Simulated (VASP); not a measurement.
# CdSe (I-4m2) in VASP: settings compared

The runs below take CdSe through single point, relaxation of shape and atoms at fixed volume, with PBE, r2SCAN.

Program: VASP 6.6.1. These are calculated values, not measurements. Logs are shortened: lines on timing, memory, paths and dates and some standing lists are left out, and cuts for length are marked.

## Step 1: The cell of the first run

The typed cell holds 2 atoms: a = 4.521 Å, b = 4.521 Å, c = 4.521 Å, α = 119.96°, β = 119.96°, γ = 90.06°.

## Step 2: Single point, PBE (volume scaled by 1.10, then relaxed in part)

File INCAR:

```
SYSTEM = CdSe
  ALGO = Normal
  EDIFF = 1E-6
  ENCUT = 520
  GGA = PE
  ISIF = 2
  ISMEAR = 0
  LASPH = .TRUE.
  LCHARG = .TRUE.
  LELF = .TRUE.
  LREAL = .FALSE.
  LVHAR = .TRUE.
  LWAVE = .FALSE.
  NBANDS = 16
  NELM = 80
  PREC = Accurate
  SIGMA = 0.02
```

File KPOINTS:

```
k-points
0
G
  12 12 12
  0 0 0
```

File POSCAR:

```
CdSe
1.0
   -2.2617176322      2.2617176322      3.1951016124
    2.2617176322     -2.2617176322      3.1951016124
    2.2617176322      2.2617176322     -3.1951016124
Cd Se
1 1
Direct
    0.0000000000      0.0000000000      0.0000000000
    0.2500000000      0.7500000000      0.5000000000
```

Potentials or basis: VASP PAW PBE potentials, release 64 (Cd, Se).

Command:

```
> cat potpaw_PBE.64/Cd/POTCAR potpaw_PBE.64/Se/POTCAR > POTCAR
> mpirun -np 1 vasp_std > vasp.out
```

OUTCAR:

```text
SYSTEM = CdSe
   EDIFF = 1E-6
   ENCUT = 520
   GGA = PE
   ISIF = 2
   ISMEAR = 0
   LASPH = .TRUE.
   LREAL = .FALSE.
   NELM = 80
   PREC = Accurate

 ion  position               nearest neighbor table
   1  0.000  0.000  0.000-   2 2.77   2 2.77   2 2.77   2 2.77
   2  0.250  0.750  0.500-   1 2.77   1 2.77   1 2.77   1 2.77

  LATTYP: Found a body centered tetragonal cell.
 ALAT       =     4.5234352644
 C/A-ratio  =     1.4126881123

  Lattice vectors:

 A1 = (  -2.2617176322,   2.2617176322,   3.1951016124)
 A2 = (   2.2617176322,  -2.2617176322,   3.1951016124)
 A3 = (   2.2617176322,   2.2617176322,  -3.1951016124)

Analysis of symmetry for initial positions (statically):
=====================================================================
 Subroutine PRICEL returns:
 Original cell was already a primitive cell.

 Routine SETGRP: Setting up the symmetry group for a
 body centered tetragonal supercell.

 Subroutine GETGRP returns: Found  8 space group operations
 (whereof  8 operations were pure point group operations)
 out of a pool of 16 trial point group operations.

The static configuration has the point symmetry D_2d.

Analysis of symmetry for dynamics (positions and initial velocities):
=====================================================================
 Subroutine PRICEL returns:
 Original cell was already a primitive cell.

 Routine SETGRP: Setting up the symmetry group for a
 body centered tetragonal supercell.

 Subroutine GETGRP returns: Found  8 space group operations
 (whereof  8 operations were pure point group operations)
 out of a pool of 16 trial point group operations.

The dynamic configuration has the point symmetry D_2d.

 Subroutine INISYM returns: Found  8 space group operations
 (whereof  8 operations are pure point group operations),
 and found     1 'primitive' translations

----------------------------------------------------------------------------------------

                                     Primitive cell

  volume of cell :      65.3765

  direct lattice vectors                    reciprocal lattice vectors
    -2.261717632  2.261717632  3.195101612     0.000000000  0.221070921  0.156489546
     2.261717632 -2.261717632  3.195101612     0.221070921  0.000000000  0.156489546
     2.261717632  2.261717632 -3.195101612     0.221070921  0.221070921  0.000000000

  length of vectors
     4.520996307  4.520996307  4.520996307     0.270852968  0.270852968  0.312641495

  position of ions in fractional coordinates (direct lattice)
     0.000000000  0.000000000  0.000000000
     0.250000000  0.750000000  0.500000000

  ion indices of the primitive-cell ions
   primitive index   ion index
                 1           1
                 2           2

----------------------------------------------------------------------------------------

 KPOINTS: k-points

Automatic generation of k-mesh.
 Grid dimensions read from file:
 generate k-points for:   12   12   12

 Generating k-lattice:

  Cartesian coordinates                     Fractional coordinates (reciprocal lattice)
     0.000000000  0.018422577  0.013040795     0.083333333  0.000000000  0.000000000
     0.018422577  0.000000000  0.013040795     0.000000000  0.083333333  0.000000000
     0.018422577  0.018422577  0.000000000     0.000000000  0.000000000  0.083333333

  Length of vectors
     0.022571081  0.022571081  0.026053458

  Shift w.r.t. Gamma in fractional coordinates (k-lattice)
     0.000000000  0.000000000  0.000000000

 Subroutine IBZKPT returns following result:
 ===========================================

 Found    163 irreducible k-points:

 Following reciprocal coordinates:
            Coordinates               Weight
  0.000000  0.000000  0.000000      1.000000
  0.083333 -0.000000  0.000000      8.000000
  0.166667  0.000000  0.000000      8.000000
  0.250000  0.000000 -0.000000      8.000000
  0.333333 -0.000000  0.000000      8.000000
  0.416667  0.000000  0.000000      8.000000
[... 16 lines left out ...]
  0.500000  0.166667 -0.000000     16.000000
 -0.416667  0.166667  0.000000     16.000000
 [... further k-points ...]
   k-points           NKPTS =    163   k-points in BZ     NKDIM =    163   number of bands    NBANDS=     16
   number of dos      NEDOS =    301   number of ions     NIONS =      2
   total plane-waves  NPLWV =  46656
   dimension x,y,z NGX =    36 NGY =   36 NGZ =   36
   dimension x,y,z NGXF=    72 NGYF=   72 NGZF=   72
   ions per type =               1   1
   NGX,Y,Z   is equivalent  to a cutoff of  13.24, 13.24, 13.24 a.u.
   NGXF,Y,Z  is equivalent  to a cutoff of  26.48, 26.48, 26.48 a.u.
 SYSTEM =  CdSe
   PREC   = accura    normal or accurate (medium, high low for compatibility)
   ISTART =      0    job   : 0-new  1-cont  2-samecut
   ICHARG =      2    charge: 1-file 2-atom 10-const
   ISPIN  =      1    spin polarized calculation?
   LNONCOLLINEAR =      F non collinear calculations
   LSORBIT =      F    spin-orbit coupling
   LASPH  =      T    aspherical Exc in radial PAW
   ENCUT  =  520.0 eV  38.22 Ry    6.18 a.u.   8.41  8.41  8.41*2*pi/ulx,y,z
   NELM   =     80;   NELMIN=  2; NELMDL= -5     # of ELM steps
   EDIFF  = 0.1E-05   stopping-criterion for ELM
   LREAL  =      F    real-space projection
   EDIFFG = 0.1E-04   stopping-criterion for IOM
   NSW    =      0    number of steps for IOM
   IBRION =     -1    ionic relax: 0-MD 1-quasi-New 2-CG
   NFREE  =      0    steps in history (QN), initial steepest desc. (CG)
   ISIF   =      2    stress and relaxation
   ISYM   =      2    0-nonsym 1-usesym 2-fastsym
   POTIM  = 0.5000    time-step for ionic-motion
   TEBEG  =    0.0;   TEEND  =   0.0 temperature during run
   PSTRESS=    0.0 pullay stress
   NELECT =      18.0000    total number of electrons
   NUPDOWN=      -1.0000    fix difference up-down
   EMIN   =  10.00;   EMAX   =-10.00  energy-range for DOS
   EFERMI =   0.00;   METHOD = LEGACY
   ISMEAR =     0;   SIGMA  =   0.02  broadening in eV -4-tet -1-fermi 0-gaus
   EFERMI_NEDOS =   21; number of points for ismear=-14 and -15
   IALGO  =     38    algorithm
   IMIX   =      4    mixing-type and parameters
     AMIX     =   0.40;   BMIX     =  1.00
     AMIX_MAG =   1.60;   BMIX_MAG =  1.00
  volume/ion in A,a.u.               =      32.69       220.59
  Fermi-wavevector in a.u.,A,eV,Ry     =   1.065022  2.012599 15.432701  1.134272
  Thomas-Fermi vector in A             =   2.200560
   LORBIT       =      0    0 simple, 1 ext, 2 COOP (PROOUT), +10 PAW based schemes
   GGA     = PE    functional components
   LHFCALC =     F    Hartree Fock is set to
   AEXX    =    0.0000 exact exchange contribution
   IVDW    =     0    specifies the selected vdW correction
   LEPSILON=     F    determine dielectric tensor
   LRPA    =     F    only Hartree local field effects (RPA)
 non-spin polarized calculation
 Gauss-broadening in eV      SIGMA  =   0.02
  energy-cutoff  :      520.00
  volume of cell :       65.38
 maximum number of plane-waves:      1807
 NGX is ok and might be reduce to    36
   NGX = 17   NGY = 17   NGZ = 17

 number of electron      17.9999997 magnetization

 Free energy of the ion-electron system (eV)
  ---------------------------------------------------
  ext. energy  EPLUGINS =         0.00000000
  ---------------------------------------------------
  free energy    TOTEN  =        -5.43906118 eV

  energy without entropy =       -5.43906118  energy(sigma->0) =       -5.43906118

 E-fermi :   0.0064     XC(G=0):  -8.2212

 val. band max:       -0.1357404235   @ k =   0.0000   0.0000   0.0000
 cond. band min:       0.1599270086   @ k =   0.0000   0.0000   0.0000
 fundamental gap:      0.2956674321
 Fermi energy:         0.0063706377

 k-point     1 :       0.0000    0.0000    0.0000
  band No.  band energies     occupation
      1     -12.0035      2.00000
      2      -7.6839      2.00000
      3      -7.6839      2.00000
      4      -7.6835      2.00000
      5      -7.4480      2.00000
      6      -7.4479      2.00000
[... 8 lines left out ...]
     15      10.5996      0.00000
     16      10.6143      0.00000

 k-point     2 :       0.0833   -0.0000    0.0000
  band No.  band energies     occupation
      1     -11.9866      2.00000
      2      -7.6788      2.00000
      3      -7.6785      2.00000
      4      -7.6667      2.00000
      5      -7.4482      2.00000
      6      -7.4482      2.00000
[... 8 lines left out ...]
     15      10.1939      0.00000
     16      10.2059      0.00000

 k-point     3 :       0.1667    0.0000    0.0000
  band No.  band energies     occupation
      1     -11.9403      2.00000
      2      -7.6654      2.00000
      3      -7.6652      2.00000
      4      -7.6140      2.00000
      5      -7.4482      2.00000
      6      -7.4482      2.00000
[... 8 lines left out ...]
     15       9.7815      0.00000
     16       9.9441      0.00000

 k-point     4 :       0.2500    0.0000   -0.0000
  band No.  band energies     occupation
      1     -11.8767      2.00000
      2      -7.6488      2.00000
      3      -7.6485      2.00000
      4      -7.5248      2.00000
      5      -7.4462      2.00000
      6      -7.4461      2.00000
[... 8 lines left out ...]
     15       9.7168      0.00000
     16       9.7248      0.00000
[... 324 lines left out ...]
 k-point    22 :       0.4167    0.1667   -0.0000
  band No.  band energies     occupation
      1     -11.7248      2.00000
      2      -7.6085      2.00000
      3      -7.5996      2.00000
      4      -7.4481      2.00000
      5      -7.4375      2.00000
      6      -7.2200      2.00000
[... 8 lines left out ...]
     15      10.6232      0.00000
     16      11.1054      0.00000

 k-point    23 :       0.5000    0.1667   -0.0000
  band No.  band energies     occupation
      1     -11.7290      2.00000
      2      -7.6097      2.00000
      3      -7.5963      2.00000
      4      -7.4585      2.00000
      5      -7.4302      2.00000
      6      -7.2364      2.00000
[... 8 lines left out ...]
     15      11.1990      0.00000
     16      11.5755      0.00000

 k-point    24 :      -0.4167    0.1667    0.0000
  band No.  band energies     occupation
      1     -11.7616      2.00000
      2      -7.6143      2.00000
      3      -7.5997      2.00000
      4      -7.4738      2.00000
      5      -7.4282      2.00000
      6      -7.3223      2.00000
[... 8 lines left out ...]
     15      11.1056      0.00000
     16      11.4814      0.00000

 [... further k-points ...]
[... 5 lines left out ...]
  --------------------------------------------------------------------------------------
  -------------------------------------------------------------------------------------
  Total       -1.3209254     -1.3209254     -1.3120606      0.0000000      0.0000000      0.0000000
  in kB      -32.3718435    -32.3718435    -32.1545950      0.0000000      0.0000000      0.0000000
  external PRESSURE =     -32.2994273 kB  Pullay stress =       0.0000000 kB

 VOLUME and BASIS-vectors are now :
 -----------------------------------------------------------------------------
  energy-cutoff  :      520.00
  volume of cell :       65.38
      direct lattice vectors                 reciprocal lattice vectors
    -2.261717632  2.261717632  3.195101612     0.000000000  0.221070921  0.156489546
     2.261717632 -2.261717632  3.195101612     0.221070921  0.000000000  0.156489546
     2.261717632  2.261717632 -3.195101612     0.221070921  0.221070921  0.000000000

 POSITION                                       TOTAL-FORCE (eV/Angst)
 -----------------------------------------------------------------------------------
      0.00000      0.00000      0.00000         0.000000     -0.000000      0.000000
      2.26172      0.00000      1.59755        -0.000000      0.000000     -0.000000
 -----------------------------------------------------------------------------------
    total drift:                                0.000000     -0.000000      0.000000

  FREE ENERGIE OF THE ION-ELECTRON SYSTEM (eV)
  ---------------------------------------------------
  free  energy   TOTEN  =        -5.4390611769 eV

  energy  without entropy=       -5.4390611769  energy(sigma->0) =       -5.43906118
```

Wall time 4.1 min (1 thread of AMD EPYC 7R13, shared host); peak memory 0.31 GiB.

What came out:

```
Free energy            : -5.4391 eV
Pressure               : -3.2 GPa
Band gap on the k mesh : 0.30 eV, direct
```

Caveat: the cell differs from its parent crystal (volume scaled by 1.10, then relaxed in part).

## Step 3: Single point, r2SCAN

This run uses another cell than the first one, of 29.72 Å³/atom, 0.909 times its volume.

File POSCAR:

```
CdSe
1.0
   -2.1909921526      2.1909921526      3.0951885681
    2.1909921526     -2.1909921526      3.0951885681
    2.1909921526      2.1909921526     -3.0951885681
Cd Se
1 1
Direct
    0.0000000000      0.0000000000      0.0000000000
    0.2500000000      0.7500000000      0.5000000000
```

File INCAR.step1:

```
SYSTEM = CdSe
PREC = Accurate ; ENCUT = 520
ISMEAR = 0 ; SIGMA = 0.02
LREAL = .FALSE. ; LASPH = .TRUE.
NELM = 80 ; NBANDS = 16
GGA = PE ; ALGO = Normal
EDIFF = 1E-4 ; LWAVE = .TRUE.
LCHARG = .FALSE.
```

File INCAR.step2:

```
SYSTEM = CdSe
PREC = Accurate ; ENCUT = 520
EDIFF = 1E-6 ; ISMEAR = 0
SIGMA = 0.02 ; LREAL = .FALSE.
LASPH = .TRUE. ; NELM = 80
ALGO = Normal ; ISIF = 2
LWAVE = .FALSE. ; LCHARG = .TRUE.
METAGGA = R2SCAN ; LMIXTAU = .TRUE.
LELF = .TRUE. ; LVHAR = .TRUE.
NBANDS = 16 ; ISTART = 1
```

File KPOINTS:

```
regular mesh
0
G
  12 12 12
  0 0 0
```

Potentials or basis: VASP PAW PBE potentials, release 64 (Cd, Se).

Command:

```
> cat potpaw_PBE.64/Cd/POTCAR potpaw_PBE.64/Se/POTCAR > POTCAR
> cp INCAR.step1 INCAR
> mpirun -np 1 vasp_std > vasp.out
> cp INCAR.step2 INCAR
> mpirun -np 1 vasp_std > vasp.out
```

Run time: 15 min. Hardware: 1 thread of AMD EPYC 7R13, shared host; peak memory 0.31 GiB.

Results (log left out):

```
Free energy            : -35.9106 eV
Pressure               : -1.2 GPa
Band gap on the k mesh : 0.96 eV, direct
```

Levels at points of the mesh, in eV from the valence-band top:
```csv
k point,band 7,band 8,band 9,band 10,band 11,band 12
"(0.00, 0.00, 0.00)",0.00,0.00,0.00,0.96,6.46,6.46
"(0.50, 0.00, 0.00)",-4.11,-0.69,-0.68,2.78,6.90,6.91
"(0.50, 0.50, 0.00)",-3.84,-1.70,-1.70,3.55,4.09,9.41
"(0.50, 0.50, 0.50)",-3.83,-1.71,-1.71,3.54,4.08,9.42
```

Caveat: the PAW data sets were made with another functional, which shifts forces and pressure a little.

## Step 4: Relaxation of shape and atoms at fixed volume, PBE (volume scaled by 0.88)

File INCAR:

```
ALGO = Normal ; EDIFF = 1E-6
EDIFFG = -0.01 ; ENCUT = 600
GGA = PE ; IBRION = 2
ISIF = 4 ; ISMEAR = 0
LASPH = T ; LCHARG = F
LREAL = F ; LWAVE = F
NELM = 80 ; NSW = 50
PREC = Accurate ; SIGMA = 0.02
```

File KPOINTS:

```
k-points
0
Gamma
  12 12 12
```

File POSCAR:

```
CdSe
1.0
   -2.0995926613      2.0995926613      2.9660695933
    2.0995926613     -2.0995926613      2.9660695933
    2.0995926613      2.0995926613     -2.9660695933
Cd Se
1 1
Direct
    0.0000000000      0.0000000000      0.0000000000
    0.2500000000      0.7500000000      0.5000000000
```

Command:

```
> cat potpaw_PBE.64/Cd/POTCAR potpaw_PBE.64/Se/POTCAR > POTCAR
> mpirun -np 1 vasp_std > vasp.out
```

It took 3.4 min on 1 thread of AMD EPYC 7R13, shared host; peak memory 0.29 GiB.

The run converged. Its results:

| Quantity | Value |
| --- | --- |
| Free energy | -5.3310 eV |
| Pressure after relaxing | 8.2 GPa |
| Band gap on the k mesh | 0.76 eV, direct |

Final structure:
```xyz
2
Lattice="-2.0996 2.0996 2.9661 2.0996 -2.0996 2.9661 2.0996 2.0996 -2.9661" Properties=species:S:1:pos:R:3 pbc="T T T"
Cd    0.0000    0.0000    0.0000
Se    2.0996    0.0000    1.4830
```

Levels at points of the mesh, in eV from the valence-band top:
| k point | band 5 | band 6 | band 7 | band 8 | band 9 | band 10 | band 11 | band 12 | band 13 |
| --- | --- | --- | --- | --- | --- | --- | --- | --- | --- |
| (0.00, 0.00, 0.00) | -7.76 | -7.76 | 0.00 | 0.00 | 0.00 | 0.76 | 5.92 | 5.92 | 5.92 |
| (0.50, 0.00, 0.00) | -7.73 | -7.40 | -4.84 | -0.87 | -0.86 | 2.48 | 6.44 | 6.45 | 7.61 |
| (0.50, 0.50, 0.00) | -7.69 | -7.33 | -4.43 | -2.12 | -2.12 | 2.99 | 3.81 | 9.48 | 10.65 |
| (0.50, 0.50, 0.50) | -7.69 | -7.33 | -4.42 | -2.12 | -2.12 | 2.99 | 3.80 | 9.49 | 10.65 |

Caveat: the cell differs from its parent crystal (volume scaled by 0.88); the relaxation stopped at its first step, so nothing moved.

## Step 5: Summary

| task | level | cell | cutoff (eV) | gap on the mesh (eV) | pressure (GPa) |
| --- | --- | --- | --- | --- | --- |
| single point | PBE | a = 4.521 Å, angles 120.0, 120.0, 90.1°, 2 atoms | 520 | 0.30 | -3.2 |
| single point | r2SCAN | a = 4.380 Å, angles 120.0, 120.0, 90.1°, 2 atoms | 520 | 0.96 | -1.2 |
| relaxation of shape and atoms at fixed volume | PBE | relaxed from a = 4.197 Å, angles 120.0, 120.0, 90.1°, 2 atoms | 600 | 0.76 | 8.2 |

Alike in all rows: potentials or basis VASP PAW PBE potentials, release 64 (Cd, Se); no spin polarisation; k mesh 12 × 12 × 12; smearing gaussian 0.02 eV.

Caveats: the PAW data sets were made with another functional, which shifts forces and pressure a little (some runs); the relaxation stopped at its first step, so nothing moved (some runs).

Absolute energies hang on the potentials; compare differences alone.
